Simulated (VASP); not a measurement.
# CuSb (F-43m) in VASP: notebook, part 2 of 2

VASP 6.6.1.

### 3 Single point, r2SCAN (24.88 Å³/atom)

This run uses another cell than the first one, of 24.88 Å³/atom.

File POSCAR:

```
CuSb
1.0
    0.0000000000      2.9193516584      2.9193516584
    2.9193516584      0.0000000000      2.9193516584
    2.9193516584      2.9193516584      0.0000000000
Cu Sb
1 1
Direct
    0.0000000000      0.0000000000      0.0000000000
    0.2500000000      0.2500000000      0.2500000000
```

File INCAR.step1:

```
SYSTEM = CuSb
PREC = Accurate
ENCUT = 660
ISMEAR = 0
SIGMA = 0.05
LREAL = .FALSE.
LASPH = .TRUE.
NELM = 120
NBANDS = 15
GGA = PE
ALGO = Normal
EDIFF = 1E-5
LWAVE = .TRUE.
LCHARG = .FALSE.
GGA_COMPAT = .FALSE.
```

File INCAR.step2:

```
SYSTEM = CuSb
PREC = Accurate
ENCUT = 660
EDIFF = 1E-6
ISMEAR = 0
SIGMA = 0.05
LREAL = .FALSE.
LASPH = .TRUE.
NELM = 120
ALGO = Normal
ISIF = 2
LWAVE = .FALSE.
LCHARG = .FALSE.
METAGGA = R2SCAN
LMIXTAU = .TRUE.
NBANDS = 15
ISTART = 1
GGA_COMPAT = .FALSE.
```

File KPOINTS:

```
Automatic mesh
0
G
  10 10 10
  0 0 0
```

Potentials or basis: VASP PAW PBE potentials, release 64 (Cu, Sb).

On the command line:

```bash
cat potpaw_PBE.64/Cu/POTCAR potpaw_PBE.64/Sb/POTCAR > POTCAR
cp INCAR.step1 INCAR
mpirun -np 1 vasp_std > vasp.out
cp INCAR.step2 INCAR
mpirun -np 1 vasp_std > vasp.out
```

OUTCAR:

```text
SYSTEM = CuSb
   PREC = Accurate
   ENCUT = 660
   EDIFF = 1E-6
   ISMEAR = 0
   LREAL = .FALSE.
   LASPH = .TRUE.
   NELM = 120
   ISIF = 2
   METAGGA = R2SCAN
   ISTART = 1

 ion  position               nearest neighbor table
   1  0.000  0.000  0.000-   2 2.53   2 2.53   2 2.53   2 2.53
   2  0.250  0.250  0.250-   1 2.53   1 2.53   1 2.53   1 2.53

  LATTYP: Found a face centered cubic cell.
 ALAT       =     5.8387033168

  Lattice vectors:

 A1 = (   0.0000000000,   2.9193516584,   2.9193516584)
 A2 = (   2.9193516584,   0.0000000000,   2.9193516584)
 A3 = (   2.9193516584,   2.9193516584,   0.0000000000)

Analysis of symmetry for initial positions (statically):
=====================================================================
 Subroutine PRICEL returns:
 Original cell was already a primitive cell.

 Routine SETGRP: Setting up the symmetry group for a
 face centered cubic supercell.

 Subroutine GETGRP returns: Found 24 space group operations
 (whereof 24 operations were pure point group operations)
 out of a pool of 48 trial point group operations.

[... 175 lines left out ...]
      5       1.6978      2.00000
      6       1.6978      2.00000
      7       7.3898      0.00000
      8       7.3898      0.00000
      9       7.3898      0.00000
     10       9.9211      0.00000
     11      10.8030      0.00000
     12      10.8030      0.00000
     13      10.8030      0.00000
     14      13.9934      0.00000
[... 401 lines left out ...]
      2       0.3511      2.00000
      3       1.3058      2.00000
      4       1.3227      2.00000
      5       1.6559      2.00000
      6       1.7420      2.00000
      7       2.9298      2.00000
      8       4.1784      2.00000
      9       4.4727      2.00000
     10       8.9274      0.00000
     11       9.8920      0.00000
     12      14.8268      0.00000
     13      15.1502      0.00000
     14      17.7909      0.00000
     15      18.0640      0.00000

 [... further k-points ...]

------------------------ aborting loop because EDIFF is reached ----------------------------------------

  FORCE on cell =-STRESS in cart. coord.  units (eV):
  Direction    XX          YY          ZZ          XY          YZ          ZX
  --------------------------------------------------------------------------------------
  -------------------------------------------------------------------------------------
  Total       -0.3758197     -0.3758197     -0.3758197      0.0000000     -0.0000000     -0.0000000
  in kB      -12.1004309    -12.1004309    -12.1004309      0.0000000     -0.0000000     -0.0000000
  external PRESSURE =     -12.1004309 kB  Pullay stress =       0.0000000 kB

 VOLUME and BASIS-vectors are now :
 -----------------------------------------------------------------------------
  energy-cutoff  :      660.00
  volume of cell :       49.76
      direct lattice vectors                 reciprocal lattice vectors
     0.000000000  2.919351658  2.919351658    -0.171270905  0.171270905  0.171270905
     2.919351658  0.000000000  2.919351658     0.171270905 -0.171270905  0.171270905
     2.919351658  2.919351658  0.000000000     0.171270905  0.171270905 -0.171270905

 POSITION                                       TOTAL-FORCE (eV/Angst)
 -----------------------------------------------------------------------------------
      0.00000      0.00000      0.00000         0.000000      0.000000      0.000000
      1.45968      1.45968      1.45968        -0.000000     -0.000000     -0.000000
 -----------------------------------------------------------------------------------
    total drift:                                0.000000      0.000000      0.000000

  FREE ENERGIE OF THE ION-ELECTRON SYSTEM (eV)
  ---------------------------------------------------
  free  energy   TOTEN  =       -35.8518034827 eV

  energy  without entropy=      -35.8499573160  energy(sigma->0) =      -35.85088040
```

OUTCAR.step1:

```text
SYSTEM = CuSb
   PREC = Accurate
   ENCUT = 660
   ISMEAR = 0
   LREAL = .FALSE.
   LASPH = .TRUE.
[... 653 lines left out ...]
      0.00000      0.00000      0.00000         0.000000      0.000000     -0.000000
      1.45968      1.45968      1.45968        -0.000000     -0.000000      0.000000
 -----------------------------------------------------------------------------------
    total drift:                                0.000000      0.000000      0.000000

  FREE ENERGIE OF THE ION-ELECTRON SYSTEM (eV)
  ---------------------------------------------------
  free  energy   TOTEN  =        -7.2148075506 eV

  energy  without entropy=       -7.2129929495  energy(sigma->0) =       -7.21390025
```

It took 99 s on 1 thread of Intel Xeon 6975P-C (Granite Rapids), shared host; peak memory 0.24 GiB.

Results:

| Quantity | Value |
| --- | --- |
| Free energy | -35.8518 eV |
| Pressure | -1.2 GPa |
| Band gap on the k mesh | zero (bands 8 and 9 overlap by 3.97 eV) |

Caveat: the PAW data sets were made with another functional, which shifts forces and pressure a little; spin-orbit coupling is left out, which moves the levels of the heavy elements.

### 4 Single point, r2SCAN (25.37 Å³/atom)

This run uses another cell than the first one, of 25.37 Å³/atom.

File POSCAR:

```
CuSb
1.0
    0.0000000000      2.9383090185      2.9383090185
    2.9383090185      0.0000000000      2.9383090185
    2.9383090185      2.9383090185      0.0000000000
Cu Sb
1 1
Direct
    0.0000000000      0.0000000000      0.0000000000
    0.2500000000      0.2500000000      0.2500000000
```

INCAR.step1 is that of step 3.

INCAR.step2: that of step 3 with these lines changed.

```diff
@@ -12,5 +12,7 @@
 LWAVE = .FALSE.
-LCHARG = .FALSE.
+LCHARG = .TRUE.
 METAGGA = R2SCAN
 LMIXTAU = .TRUE.
+LELF = .TRUE.
+LVHAR = .TRUE.
 NBANDS = 15
```

KPOINTS is that of step 3.

Potentials or basis: VASP PAW PBE potentials, release 64 (Cu, Sb).

On the command line:

```bash
cat potpaw_PBE.64/Cu/POTCAR potpaw_PBE.64/Sb/POTCAR > POTCAR
cp INCAR.step1 INCAR
mpirun -np 1 vasp_std > vasp.out
cp INCAR.step2 INCAR
mpirun -np 1 vasp_std > vasp.out
```

OUTCAR:

```text
SYSTEM = CuSb
   PREC = Accurate
   ENCUT = 660
   EDIFF = 1E-6
   ISMEAR = 0
   LREAL = .FALSE.
   LASPH = .TRUE.
   NELM = 120
   ISIF = 2
   METAGGA = R2SCAN
   ISTART = 1

 ion  position               nearest neighbor table
   1  0.000  0.000  0.000-   2 2.54   2 2.54   2 2.54   2 2.54
   2  0.250  0.250  0.250-   1 2.54   1 2.54   1 2.54   1 2.54

  LATTYP: Found a face centered cubic cell.
 ALAT       =     5.8766180370

  Lattice vectors:

 A1 = (   0.0000000000,   2.9383090185,   2.9383090185)
 A2 = (   2.9383090185,   0.0000000000,   2.9383090185)
 A3 = (   2.9383090185,   2.9383090185,   0.0000000000)

Analysis of symmetry for initial positions (statically):
=====================================================================
 Subroutine PRICEL returns:
 Original cell was already a primitive cell.

 Routine SETGRP: Setting up the symmetry group for a
 face centered cubic supercell.

 Subroutine GETGRP returns: Found 24 space group operations
 (whereof 24 operations were pure point group operations)
 out of a pool of 48 trial point group operations.

The static configuration has the point symmetry T_d .

Analysis of symmetry for dynamics (positions and initial velocities):
=====================================================================
 Subroutine PRICEL returns:
 Original cell was already a primitive cell.

 Routine SETGRP: Setting up the symmetry group for a
 face centered cubic supercell.

 Subroutine GETGRP returns: Found 24 space group operations
 (whereof 24 operations were pure point group operations)
 out of a pool of 48 trial point group operations.

The dynamic configuration has the point symmetry T_d .

 Subroutine INISYM returns: Found 24 space group operations
 (whereof 24 operations are pure point group operations),
 and found     1 'primitive' translations

----------------------------------------------------------------------------------------

                                     Primitive cell

  volume of cell :      50.7367

  direct lattice vectors                    reciprocal lattice vectors
     0.000000000  2.938309019  2.938309019    -0.170165900  0.170165900  0.170165900
     2.938309019  0.000000000  2.938309019     0.170165900 -0.170165900  0.170165900
     2.938309019  2.938309019  0.000000000     0.170165900  0.170165900 -0.170165900

  length of vectors
     4.155396464  4.155396464  4.155396464     0.294735985  0.294735985  0.294735985

  position of ions in fractional coordinates (direct lattice)
     0.000000000  0.000000000  0.000000000
     0.250000000  0.250000000  0.250000000

  ion indices of the primitive-cell ions
   primitive index   ion index
                 1           1
                 2           2

----------------------------------------------------------------------------------------

 KPOINTS: Automatic mesh

Automatic generation of k-mesh.
 Grid dimensions read from file:
 generate k-points for:   10   10   10

 Generating k-lattice:

[... 23 lines left out ...]
  0.500000  0.000000  0.000000      4.000000
[... 16 lines left out ...]
  0.300000  0.300000  0.000000      6.000000
  0.400000  0.300000  0.000000     24.000000
 [... further k-points ...]
   k-points           NKPTS =     47   k-points in BZ     NKDIM =     47   number of bands    NBANDS=     15
   number of dos      NEDOS =    301   number of ions     NIONS =      2
   total plane-waves  NPLWV =  46656
   dimension x,y,z NGX =    36 NGY =   36 NGZ =   36
   dimension x,y,z NGXF=    72 NGYF=   72 NGZF=   72
   ions per type =               1   1
   NGX,Y,Z   is equivalent  to a cutoff of  14.40, 14.40, 14.40 a.u.
   NGXF,Y,Z  is equivalent  to a cutoff of  28.81, 28.81, 28.81 a.u.
 SYSTEM =  CuSb
   PREC   = accura    normal or accurate (medium, high low for compatibility)
   ISTART =      1    job   : 0-new  1-cont  2-samecut
   ICHARG =      0    charge: 1-file 2-atom 10-const
   ISPIN  =      1    spin polarized calculation?
   LNONCOLLINEAR =      F non collinear calculations
   LSORBIT =      F    spin-orbit coupling
   LASPH  =      T    aspherical Exc in radial PAW
   ENCUT  =  660.0 eV  48.51 Ry    6.96 a.u.   8.70  8.70  8.70*2*pi/ulx,y,z
   NELM   =    120;   NELMIN=  2; NELMDL=  0     # of ELM steps
   EDIFF  = 0.1E-05   stopping-criterion for ELM
   LREAL  =      F    real-space projection
   EDIFFG = 0.1E-04   stopping-criterion for IOM
   NSW    =      0    number of steps for IOM
   IBRION =     -1    ionic relax: 0-MD 1-quasi-New 2-CG
   NFREE  =      0    steps in history (QN), initial steepest desc. (CG)
   ISIF   =      2    stress and relaxation
   ISYM   =      2    0-nonsym 1-usesym 2-fastsym
   POTIM  = 0.5000    time-step for ionic-motion
   TEBEG  =    0.0;   TEEND  =   0.0 temperature during run
   PSTRESS=    0.0 pullay stress
   NELECT =      16.0000    total number of electrons
   NUPDOWN=      -1.0000    fix difference up-down
   EMIN   =  10.00;   EMAX   =-10.00  energy-range for DOS
   EFERMI =   0.00;   METHOD = LEGACY
   ISMEAR =     0;   SIGMA  =   0.05  broadening in eV -4-tet -1-fermi 0-gaus
   EFERMI_NEDOS =   21; number of points for ismear=-14 and -15
   IALGO  =     38    algorithm
   IMIX   =      4    mixing-type and parameters
     AMIX     =   0.40;   BMIX     =  1.00
     AMIX_MAG =   1.60;   BMIX_MAG =  1.00
  volume/ion in A,a.u.               =      25.37       171.19
  Fermi-wavevector in a.u.,A,eV,Ry     =   1.114313  2.105747 16.894278  1.241694
  Thomas-Fermi vector in A             =   2.250907
   LORBIT       =      0    0 simple, 1 ext, 2 COOP (PROOUT), +10 PAW based schemes
   METAGGA = R2SCAN    functional components
   LHFCALC =     F    Hartree Fock is set to
   AEXX    =    0.0000 exact exchange contribution
   IVDW    =     0    specifies the selected vdW correction
   LEPSILON=     F    determine dielectric tensor
   LRPA    =     F    only Hartree local field effects (RPA)
 non-spin polarized calculation
 Gauss-broadening in eV      SIGMA  =   0.05
  energy-cutoff  :      660.00
  volume of cell :       50.74
 maximum number of plane-waves:      1980
   NGX = 17   NGY = 17   NGZ = 17

 number of electron      16.0000003 magnetization

 Free energy of the ion-electron system (eV)
  ---------------------------------------------------
  ext. energy  EPLUGINS =         0.00000000
  ---------------------------------------------------
  free energy    TOTEN  =       -35.84128844 eV

  energy without entropy =      -35.83933670  energy(sigma->0) =      -35.84031257

 E-fermi :   4.4959     XC(G=0): -10.0018

 val. band max:        4.4945105745   @ k =   0.4000   0.2000   0.0000
 cond. band min:       4.5361790682   @ k =  -0.4000   0.3000   0.0000
 fundamental gap:      0.0416684937
 Fermi energy:         4.4958840815

 k-point     1 :       0.0000    0.0000    0.0000
  band No.  band energies     occupation
      1      -6.3630      2.00000
      2       0.9295      2.00000
      3       0.9295      2.00000
      4       0.9295      2.00000
      5       1.5641      2.00000
      6       1.5641      2.00000
      7       7.1214      0.00000
      8       7.1214      0.00000
      9       7.1214      0.00000
     10       9.5611      0.00000
     11      10.5804      0.00000
     12      10.5804      0.00000
     13      10.5804      0.00000
     14      13.7273      0.00000
[... 401 lines left out ...]
      2       0.2407      2.00000
      3       1.1791      2.00000
      4       1.1953      2.00000
      5       1.5247      2.00000
      6       1.6075      2.00000
      7       2.7521      2.00000
      8       4.0026      2.00000
      9       4.2909      2.00000
     10       8.7155      0.00000
     11       9.6663      0.00000
     12      14.4976      0.00000
     13      14.8468      0.00000
     14      17.3893      0.00000
     15      17.7633      0.00000

 [... further k-points ...]

------------------------ aborting loop because EDIFF is reached ----------------------------------------

  FORCE on cell =-STRESS in cart. coord.  units (eV):
  Direction    XX          YY          ZZ          XY          YZ          ZX
  --------------------------------------------------------------------------------------
  -------------------------------------------------------------------------------------
  Total       -0.7309821     -0.7309821     -0.7309821      0.0000000      0.0000000      0.0000000
  in kB      -23.0831410    -23.0831410    -23.0831410      0.0000000      0.0000000      0.0000000
  external PRESSURE =     -23.0831410 kB  Pullay stress =       0.0000000 kB

 VOLUME and BASIS-vectors are now :
 -----------------------------------------------------------------------------
  energy-cutoff  :      660.00
  volume of cell :       50.74
      direct lattice vectors                 reciprocal lattice vectors
     0.000000000  2.938309019  2.938309019    -0.170165900  0.170165900  0.170165900
     2.938309019  0.000000000  2.938309019     0.170165900 -0.170165900  0.170165900
     2.938309019  2.938309019  0.000000000     0.170165900  0.170165900 -0.170165900

 POSITION                                       TOTAL-FORCE (eV/Angst)
 -----------------------------------------------------------------------------------
      0.00000      0.00000      0.00000         0.000000      0.000000      0.000000
      1.46915      1.46915      1.46915        -0.000000     -0.000000     -0.000000
 -----------------------------------------------------------------------------------
    total drift:                                0.000000      0.000000      0.000000

  FREE ENERGIE OF THE ION-ELECTRON SYSTEM (eV)
  ---------------------------------------------------
  free  energy   TOTEN  =       -35.8412884387 eV

  energy  without entropy=      -35.8393366965  energy(sigma->0) =      -35.84031257
```

Wall time 1.8 min (1 thread of Intel Xeon 6975P-C (Granite Rapids), shared host); peak memory 0.24 GiB.

Results:

- Free energy: -35.8413 eV
- Pressure: -2.3 GPa
- Band gap on the k mesh: zero (bands 8 and 9 overlap by 3.86 eV)

Caveat: the PAW data sets were made with another functional, which shifts forces and pressure a little; spin-orbit coupling is left out, which moves the levels of the heavy elements.

### 5 Single point, r2SCAN (26.10 Å³/atom)

This run uses another cell than the first one, of 26.10 Å³/atom.

File POSCAR:

```
CuSb
1.0
    0.0000000000      2.9662945982      2.9662945982
    2.9662945982      0.0000000000      2.9662945982
    2.9662945982      2.9662945982      0.0000000000
Cu Sb
1 1
Direct
    0.0000000000      0.0000000000      0.0000000000
    0.2500000000      0.2500000000      0.2500000000
```

File INCAR.step1:

```
PREC = Accurate
ENCUT = 660
ISMEAR = 0
SIGMA = 0.05
LREAL = F
LASPH = T
NELM = 120
NBANDS = 15
GGA = PE
ALGO = Normal
EDIFF = 1E-5
LWAVE = T
LCHARG = F
GGA_COMPAT = F
```

File INCAR.step2:

```
PREC = Accurate
ENCUT = 660
EDIFF = 1E-6
ISMEAR = 0
SIGMA = 0.05
LREAL = F
LASPH = T
NELM = 120
ALGO = Normal
ISIF = 2
LWAVE = F
LCHARG = T
METAGGA = R2SCAN
LMIXTAU = T
LELF = T
LVHAR = T
NBANDS = 15
ISTART = 1
GGA_COMPAT = F
```

File KPOINTS:

```
Automatic mesh
0
Gamma
  10 10 10
```

On the command line:

```bash
cat potpaw_PBE.64/Cu/POTCAR potpaw_PBE.64/Sb/POTCAR > POTCAR
cp INCAR.step1 INCAR
mpirun -np 1 vasp_std > vasp.out
cp INCAR.step2 INCAR
mpirun -np 1 vasp_std > vasp.out
```

Wall time 98 s (1 thread of Intel Xeon 6975P-C (Granite Rapids), shared host); peak memory 0.24 GiB.

Results (log left out):

| Property | Result |
| --- | --- |
| Free energy | -35.8139 eV |
| Pressure | -3.8 GPa |
| Band gap on the k mesh | zero (bands 8 and 9 overlap by 3.71 eV) |

Levels at points of the mesh, in eV from the Fermi level:
| k point | band 4 | band 5 | band 6 | band 7 | band 8 | band 9 | band 10 | band 11 | band 12 | band 13 |
| --- | --- | --- | --- | --- | --- | --- | --- | --- | --- | --- |
| (0.00, 0.00, 0.00) | -3.47 | -2.85 | -2.85 | 2.51 | 2.51 | 2.51 | 4.82 | 6.04 | 6.04 | 6.04 |
| (0.50, 0.00, 0.00) | -3.35 | -2.83 | -2.83 | -2.68 | 1.13 | 1.13 | 4.36 | 6.69 | 6.69 | 8.74 |
| (0.50, 0.50, 0.00) | -3.08 | -2.80 | -2.70 | -2.53 | -0.78 | -0.78 | 3.80 | 4.00 | 12.83 | 12.83 |

Caveat: the cell stands under tension; the PAW data sets were made with another functional, which shifts forces and pressure a little; spin-orbit coupling is left out, which moves the levels of the heavy elements.

### 6 The runs side by side

| cell | smearing | gap on the mesh (eV) | pressure (GPa) |
| --- | --- | --- | --- |
| a = 4.101 Å, angles 60.0°, 2 atoms | fermi-dirac 0.001 eV | none | 0.0 |
| a = 4.129 Å, angles 60.0°, 2 atoms | gaussian 0.05 eV | none | -1.2 |
| a = 4.155 Å, angles 60.0°, 2 atoms | gaussian 0.05 eV | none | -2.3 |
| a = 4.195 Å, angles 60.0°, 2 atoms | gaussian 0.05 eV | none | -3.8 |

Alike in all rows: task single point; level r2SCAN; potentials or basis VASP PAW PBE potentials, release 64 (Cu, Sb); no spin polarisation; k mesh 10 × 10 × 10; cutoff (eV) 660.

Caveats: the PAW data sets were made with another functional, which shifts forces and pressure a little; spin-orbit coupling is left out, which moves the levels of the heavy elements; the cell stands under tension (at least some runs).

Absolute energies hang on the potentials; compare differences alone.
